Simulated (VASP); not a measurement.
# MnO (Manganosite) (P1) in VASP: further runs

Runs on MnO (Manganosite). Level: LDA+U. Tasks: single point.

All numbers are computed with VASP 6.6.1; they aren't measurements. Logs are shortened: lines on timing, memory, paths and dates and some standing lists are left out, and cuts for length are marked.

## (1) The cell of the first run

The typed cell holds 2 atoms: a = 3.139 Å, b = 3.139 Å, c = 3.139 Å, α = 60.00°, β = 60.00°, γ = 60.00°.

## (2) Single point, LDA+U, collinear spin, ferromagnetic start

The input, INCAR:

```
PREC = Accurate
ENCUT = 520
EDIFF = 1E-6
ISMEAR = 1
SIGMA = 0.05
LREAL = False
LASPH = True
NELM = 150
ALGO = Normal
ISIF = 2
LWAVE = False
LCHARG = False
ISPIN = 2
MAGMOM = 2.8 0
LORBIT = 11
LMAXMIX = 4
LDAU = True
LDAUTYPE = 2
LDAUL = 2 -1
LDAUU = 3 0
LDAUJ = 0 0
LDAUPRINT = 1
GGA = CA
NBANDS = 20
```

The input, KPOINTS:

```
Automatic mesh
0
Gamma
  6 6 6
```

The input, POSCAR:

```
MnO
1.0
    0.0000000000      2.2192888078      2.2192888078
    2.2192888078      0.0000000000      2.2192888078
    2.2192888078      2.2192888078      0.0000000000
Mn O
1 1
Direct
    0.9911200000      0.9884300000      0.0357900000
    0.4665200000      0.5065100000      0.5352000000
```

Potentials or basis: VASP PAW LDA potentials, release 64 (Mn_pv, O).

Started as:

```sh
cat potpaw_LDA.64/Mn_pv/POTCAR potpaw_LDA.64/O/POTCAR > POTCAR
mpirun -np 1 vasp_std > vasp.out
```

OUTCAR:

```text
PREC = Accurate
   ENCUT = 520
   EDIFF = 1E-6
   ISMEAR = 1
   LREAL = False
   LASPH = True
   NELM = 150
   ISIF = 2
   ISPIN = 2
   LORBIT = 11
   GGA = CA

 ion  position               nearest neighbor table
   1  0.991  0.988  0.036-   2 2.16   2 2.18   2 2.21   2 2.23   2 2.26   2 2.28
   2  0.467  0.507  0.535-   1 2.16   1 2.18   1 2.21   1 2.23   1 2.26   1 2.28

  LATTYP: Found a face centered cubic cell.
 ALAT       =     4.4385776156

  Lattice vectors:

 A1 = (   0.0000000000,   2.2192888078,   2.2192888078)
 A2 = (   2.2192888078,   0.0000000000,   2.2192888078)
 A3 = (   2.2192888078,   2.2192888078,   0.0000000000)

Analysis of symmetry for initial positions (statically):
=====================================================================
 Subroutine PRICEL returns:
 Original cell was already a primitive cell.

 Routine SETGRP: Setting up the symmetry group for a
 face centered cubic supercell.

 Subroutine GETGRP returns: Found  1 space group operations
 (whereof  1 operations were pure point group operations)
 out of a pool of 48 trial point group operations.

The static configuration has the point symmetry C_1 .

Analysis of symmetry for dynamics (positions and initial velocities):
=====================================================================
 Subroutine PRICEL returns:
 Original cell was already a primitive cell.

 Routine SETGRP: Setting up the symmetry group for a
 face centered cubic supercell.

 Subroutine GETGRP returns: Found  1 space group operations
 (whereof  1 operations were pure point group operations)
 out of a pool of 48 trial point group operations.

The dynamic configuration has the point symmetry C_1 .

Analysis of structural, dynamic, and magnetic symmetry:
=====================================================================
 Subroutine PRICEL returns:
 Original cell was already a primitive cell.

 Routine SETGRP: Setting up the symmetry group for a
 face centered cubic supercell.

[... 170 lines left out ...]
  o =  0.0237  v =  0.0000  0.0000  0.0000  0.0000  0.0000  0.9996 -0.0224  0.0063  0.0136  0.0000      0.0000  0.0000  0.0000  0.0000  0.0000  0.0000  0.0000  0.0000  0.0000  0.0000
  o =  0.0847  v =  0.0000  0.0000  0.0000  0.0000  0.0000 -0.0061 -0.0017  0.9576  0.0004 -0.2881      0.0000  0.0000  0.0000  0.0000  0.0000  0.0000  0.0000  0.0000  0.0000  0.0000
  o =  0.0855  v =  0.0000  0.0000  0.0000  0.0000  0.0000  0.0018 -0.0016 -0.2881 -0.0016 -0.9576      0.0000  0.0000  0.0000  0.0000  0.0000  0.0000  0.0000  0.0000  0.0000  0.0000
  o =  0.9352  v =  0.0037  0.0392  0.0001  0.9992  0.0001  0.0000  0.0000  0.0000  0.0000  0.0000      0.0000  0.0000  0.0000  0.0000  0.0000  0.0000  0.0000  0.0000  0.0000  0.0000
  o =  0.9354  v =  0.0261 -0.9989 -0.0002  0.0391  0.0005  0.0000  0.0000  0.0000  0.0000  0.0000      0.0000  0.0000  0.0000  0.0000  0.0000  0.0000  0.0000  0.0000  0.0000  0.0000
  o =  0.9355  v =  0.9996  0.0259  0.0030 -0.0047  0.0000  0.0000  0.0000  0.0000  0.0000  0.0000      0.0000  0.0000  0.0000  0.0000  0.0000  0.0000  0.0000  0.0000  0.0000  0.0000
  o =  0.9721  v =  0.0003 -0.0004 -0.0834  0.0001 -0.9965  0.0000  0.0000  0.0000  0.0000  0.0000      0.0000  0.0000  0.0000  0.0000  0.0000  0.0000  0.0000  0.0000  0.0000  0.0000
  o =  0.9729  v = -0.0029 -0.0003  0.9965 -0.0000 -0.0834  0.0000  0.0000  0.0000  0.0000  0.0000      0.0000  0.0000  0.0000  0.0000  0.0000  0.0000  0.0000  0.0000  0.0000  0.0000

 number of electron      19.0000001 magnetization       4.9998781

 Free energy of the ion-electron system (eV)
  ---------------------------------------------------
  ext. energy  EPLUGINS =         0.00000000
  ---------------------------------------------------
  free energy    TOTEN  =       -16.71105327 eV

  energy without entropy =      -16.71111248  energy(sigma->0) =      -16.71107301

 E-fermi :   6.9629     XC(G=0): -12.3636

 val. band max:        6.9596515654   @ k =   0.5000   0.0000   0.0000
 cond. band min:       7.2727992697   @ k =   0.5000   0.0000   0.5000
 fundamental gap:      0.3131477043
 Fermi energy:         6.9628929258

 spin component 1

 k-point     1 :       0.0000    0.0000    0.0000
  band No.  band energies     occupation
      1     -42.5052      1.00000
      2     -42.5035      1.00000
      3     -42.5023      1.00000
      4     -12.5438      1.00000
      5       2.9038      1.00000
      6       2.9296      1.00000
[... 1097 lines left out ...]
     19      31.8032      0.00000
     20      33.5348      0.00000

 [... further k-points ...]

------------------------ aborting loop because EDIFF is reached ----------------------------------------

  FORCE on cell =-STRESS in cart. coord.  units (eV):
  Direction    XX          YY          ZZ          XY          YZ          ZX
  --------------------------------------------------------------------------------------
  -------------------------------------------------------------------------------------
  Total       -0.6334367     -0.5842304     -0.6644023      0.0132297     -0.0048609      0.0031439
  in kB      -46.4239749    -42.8176967    -48.6934168      0.9695900     -0.3562518      0.2304109
  external PRESSURE =     -45.9783628 kB  Pullay stress =       0.0000000 kB

 VOLUME and BASIS-vectors are now :
 -----------------------------------------------------------------------------
  energy-cutoff  :      520.00
  volume of cell :       21.86
      direct lattice vectors                 reciprocal lattice vectors
     0.000000000  2.219288808  2.219288808    -0.225297401  0.225297401  0.225297401
     2.219288808  0.000000000  2.219288808     0.225297401 -0.225297401  0.225297401
     2.219288808  2.219288808  0.000000000     0.225297401  0.225297401 -0.225297401

 POSITION                                       TOTAL-FORCE (eV/Angst)
 -----------------------------------------------------------------------------------
      2.27304      2.27901      4.39319         0.111119     -0.165392     -0.040485
      2.31186      2.22311      2.15943        -0.111119      0.165392      0.040485
 -----------------------------------------------------------------------------------
    total drift:                                0.000021     -0.000285     -0.000068

  FREE ENERGIE OF THE ION-ELECTRON SYSTEM (eV)
  ---------------------------------------------------
  free  energy   TOTEN  =       -16.7110532682 eV

  energy  without entropy=      -16.7111124789  energy(sigma->0) =      -16.71107301

 total charge

# of ion       s       p       d       tot
------------------------------------------
    1        0.216   6.190   4.971  11.377
    2        1.545   3.425   0.000   4.969
--------------------------------------------------
tot          1.761   9.615   4.971  16.347

 magnetization (x)

# of ion       s       p       d       tot
------------------------------------------
    1        0.029   0.022   4.501   4.552
    2        0.025   0.169   0.000   0.195
--------------------------------------------------
tot          0.054   0.191   4.501   4.747
```

OSZICAR:

```text
N       E                     dE             d eps       ncg     rms          rms(c)
DAV:   1     0.166414362728E+03    0.16641E+03   -0.98831E+03  8960   0.115E+03
DAV:   2    -0.881952403334E+01   -0.17523E+03   -0.16382E+03  9188   0.323E+02
DAV:   3    -0.168252087549E+02   -0.80057E+01   -0.79130E+01 10164   0.746E+01
DAV:   4    -0.168837277311E+02   -0.58519E-01   -0.58504E-01 10312   0.659E+00
DAV:   5    -0.168842401127E+02   -0.51238E-03   -0.51237E-03 10032   0.618E-01    0.151E+01
DAV:   6    -0.169543461821E+02   -0.70106E-01   -0.11252E+01 12344   0.382E+01    0.190E+01
DAV:   7    -0.167465498611E+02    0.20780E+00   -0.13689E+00 10104   0.166E+01    0.988E+00
DAV:   8    -0.167255307016E+02    0.21019E-01   -0.15657E-01 10052   0.371E+00    0.549E+00
DAV:   9    -0.167129322286E+02    0.12598E-01   -0.49279E-02 10288   0.240E+00    0.772E-01
DAV:  10    -0.167110731161E+02    0.18591E-02   -0.73472E-03  9708   0.962E-01    0.328E-01
DAV:  11    -0.167109989621E+02    0.74154E-04   -0.11708E-03 10380   0.331E-01    0.770E-02
DAV:  12    -0.167110498629E+02   -0.50901E-04   -0.53506E-05 10744   0.815E-02    0.297E-02
DAV:  13    -0.167110514542E+02   -0.15913E-05   -0.12679E-05 10136   0.331E-02    0.195E-02
DAV:  14    -0.167110533305E+02   -0.18763E-05   -0.11519E-06  8440   0.118E-02    0.456E-03
DAV:  15    -0.167110532682E+02    0.62306E-07   -0.24639E-07  5188   0.397E-03
   1 F= -.16711053E+02 E0= -.16711073E+02  d E =0.592107E-04  mag=     5.0000
```

Wall time 78 s (1 thread of Intel Xeon 8259CL, shared host); peak memory 0.19 GiB.

What came out:

```
Free energy                                           : -16.7111 eV
Pressure                                              : -4.6 GPa
Largest force                                         : 0.203 eV/Å
Band gap on the k mesh                                : zero (filled and empty bands overlap)
Net moment                                            : 5.00 μB per cell
Site moments                                          : Mn +4.55; O +0.20 μB
Valence electrons inside the program's atomic spheres : Mn 11.38; O 4.97
```

Forces in eV/Å, atoms in the order of the input:
```
Mn   0.111 -0.165 -0.040
O   -0.111  0.165  0.040
```

Eigenvalues of the final occupation matrices:
```tsv
site	spin	trace	eigenvalues
site 1 d	1	4.75	0.94 0.94 0.94 0.97 0.97
site 1 d	2	0.24	0.02 0.02 0.02 0.08 0.09
```

Caveat: the k points lie up to 0.41 Å⁻¹ apart; a cell with one magnetic atom can't hold antiferromagnetic order, which such compounds often take.

## (3) Single point, LDA+U, collinear spin, ferromagnetic start

This run uses another cell than the first one, of 10.99 Å³/atom, 1.005 times its volume.

The input, INCAR:

```
ALGO     = Normal         # electronic algorithm
EDIFF    = 1E-6           # SCF threshold, eV
ENCUT    = 520            # plane-wave cutoff, eV
GGA      = CA             # functional
ISIF     = 2              # what is computed and relaxed
ISMEAR   = 1              # smearing method
ISPIN    = 2              # spin polarisation
LASPH    = T              # aspherical terms in the spheres
LCHARG   = T              # write CHGCAR
LDAU     = T              # DFT+U
LDAUJ    = 0 0          
LDAUL    = 2 -1           # shell
LDAUPRINT= 1            
LDAUTYPE = 2            
LDAUU    = 3 0            # U, eV
LELF     = T              # ELF
LMAXMIX  = 4              # l up to which the mixer works
LORBIT   = 11             # projections on sites
LREAL    = F              # projectors in reciprocal space
LVHAR    = T            
LWAVE    = F              # write WAVECAR
MAGMOM   = 2.8 0          # initial moments
NBANDS   = 20             # bands
NELM     = 150            # most SCF steps
PREC     = Accurate       # precision mode
SIGMA    = 0.05           # smearing width, eV
```

The input, KPOINTS:

```
k-points
0
Gamma
  6 6 6
```

The input, POSCAR:

```
MnO
1.0
    0.0000000000      2.2230000000      2.2230000000
    2.2230000000      0.0000000000      2.2230000000
    2.2230000000      2.2230000000      0.0000000000
Mn O
1 1
Direct
    0.9911200000      0.9884300000      0.0357900000
    0.4665200000      0.5065100000      0.5352000000
```

Potentials or basis: VASP PAW LDA potentials, release 64 (Mn_pv, O).

Started as:

```sh
cat potpaw_LDA.64/Mn_pv/POTCAR potpaw_LDA.64/O/POTCAR > POTCAR
mpirun -np 1 vasp_std > vasp.out
```

OUTCAR:

```text
EDIFF = 1E-6
   ENCUT = 520
   GGA = CA
   ISIF = 2
   ISMEAR = 1
   ISPIN = 2
   LASPH = T
   LORBIT = 11
   LREAL = F
   NELM = 150
   PREC = Accurate

 ion  position               nearest neighbor table
   1  0.991  0.988  0.036-   2 2.17   2 2.18   2 2.21   2 2.24   2 2.26   2 2.28
   2  0.467  0.507  0.535-   1 2.17   1 2.18   1 2.21   1 2.24   1 2.26   1 2.28

  LATTYP: Found a face centered cubic cell.
 ALAT       =     4.4460000000
[... 1358 lines left out ...]
  in kB      -54.1188001    -50.5985705    -56.3417290      0.9347891     -0.3435397      0.2220733
  external PRESSURE =     -53.6863665 kB  Pullay stress =       0.0000000 kB

 VOLUME and BASIS-vectors are now :
 -----------------------------------------------------------------------------
  energy-cutoff  :      520.00
  volume of cell :       21.97
      direct lattice vectors                 reciprocal lattice vectors
     0.000000000  2.223000000  2.223000000    -0.224921278  0.224921278  0.224921278
     2.223000000  0.000000000  2.223000000     0.224921278 -0.224921278  0.224921278
     2.223000000  2.223000000  0.000000000     0.224921278  0.224921278 -0.224921278

 POSITION                                       TOTAL-FORCE (eV/Angst)
 -----------------------------------------------------------------------------------
      2.27684      2.28282      4.40054         0.107266     -0.159951     -0.039046
      2.31572      2.22682      2.16305        -0.107266      0.159951      0.039046
 -----------------------------------------------------------------------------------
    total drift:                               -0.000054     -0.000402     -0.000102

  FREE ENERGIE OF THE ION-ELECTRON SYSTEM (eV)
  ---------------------------------------------------
  free  energy   TOTEN  =       -16.7078497633 eV

  energy  without entropy=      -16.7079186105  energy(sigma->0) =      -16.70787271

 total charge

# of ion       s       p       d       tot
------------------------------------------
    1        0.216   6.188   4.968  11.372
    2        1.545   3.422   0.000   4.967
--------------------------------------------------
tot          1.760   9.610   4.968  16.339

 magnetization (x)

# of ion       s       p       d       tot
------------------------------------------
    1        0.029   0.022   4.502   4.553
    2        0.025   0.168   0.000   0.193
--------------------------------------------------
tot          0.054   0.190   4.502   4.746
```

Wall time 2 min (1 thread of Intel Xeon 8259CL, shared host); peak memory 0.19 GiB.

Results:

* Free energy: -16.7078 eV
* Pressure: -5.4 GPa
* Largest force: 0.197 eV/Å
* Band gap on the k mesh: zero (filled and empty bands overlap)
* Net moment: 5.00 μB per cell
* Site moments: Mn +4.55; O +0.19 μB
* Valence electrons inside the program's atomic spheres: Mn 11.37; O 4.97

Forces on the atoms (eV/Å):
```
Mn   0.107 -0.160 -0.039
O   -0.107  0.160  0.039
```

Eigenvalues of the final occupation matrices:
| site | spin | trace | eigenvalues |
| --- | --- | --- | --- |
| site 1 d | 1 | 4.75 | 0.94 0.94 0.94 0.97 0.97 |
| site 1 d | 2 | 0.24 | 0.02 0.02 0.02 0.08 0.08 |

Caveat: the k points lie up to 0.41 Å⁻¹ apart; a cell with one magnetic atom can't hold antiferromagnetic order, which such compounds often take. The state reached can hang on the start; a lower one may exist.

[end of part 1 of 2]
